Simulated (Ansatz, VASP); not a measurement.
**Two plane-wave programs on Ag2O**

```
CELL_PARAMETERS angstrom
4.72542 0.00000 0.00000
0.00000 4.72542 0.00000
0.00000 0.00000 4.72542
ATOMIC_POSITIONS crystal
Ag 0.25000 0.25000 0.25000
Ag 0.25000 0.75000 0.75000
Ag 0.75000 0.75000 0.25000
Ag 0.75000 0.25000 0.75000
O 0.00000 0.00000 0.00000
O 0.50000 0.50000 0.50000
```

Alike in both runs: functional r2SCAN; k mesh 7 × 7 × 7; occupations fermi-dirac, width 0.1 eV; no spin polarisation.

Ansatz relaxed the structure, and its values are those at the end. VASP's run is a single point on that final structure, the one shown.

```csv
,VASP,Ansatz
version,VASP 6.6.1,Ansatz 0.2.0
potentials or method,"VASP PAW PBE potentials, release 64 (Ag, O), cutoff 660 eV",PAW plane waves
valence electrons in the cell,56,88
```

|  | VASP | Ansatz | Ansatz less VASP |
| --- | --- | --- | --- |
| pressure (GPa) | 1.6 | 1.8 | +0.23 |

VASP's potentials were made for PBE, not for r2SCAN. With one functional, cell and mesh, what is left measures potentials, basis and numerics. VASP's potentials hold 56 valence electrons a cell and Ansatz's 88, so a difference there can come from the potentials and not from the codes. Ansatz's warnings: stress scf threshold loose.
